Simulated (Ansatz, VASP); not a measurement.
**One calculation of Ca, two programs**

```
Ca
1.0
     3.85207    0.00000    0.00000
    -1.92604    3.33599    0.00000
     0.00000    0.00000    6.34902
Ca
2
Direct
  0.33333 0.66667 0.25000
  0.66667 0.33333 0.75000
```

Alike in both runs: functional PBEsol; k mesh 11 × 11 × 6; occupations fermi-dirac, width 0.08 eV; no spin polarisation.

Ansatz relaxed the structure, and its values are those at the end. VASP's run is a single point on that final structure, the one shown.

|  | VASP | Ansatz |
| --- | --- | --- |
| version | VASP 6.6.1 | Ansatz 0.2.0 |
| potentials or method | VASP PAW PBE potentials, release 64 (Ca_sv) | PAW with Ansatz's default frozen-core files, scalar-relativistic |
| plane-wave cutoff (eV) | 520 | 420 |
| valence electrons in the cell | 20 | 20 |

|  | VASP | Ansatz | Ansatz less VASP |
| --- | --- | --- | --- |
| pressure (GPa) | 0.0 | 0.0 | -0.01 |

VASP's potentials were made for PBE, not for PBEsol.
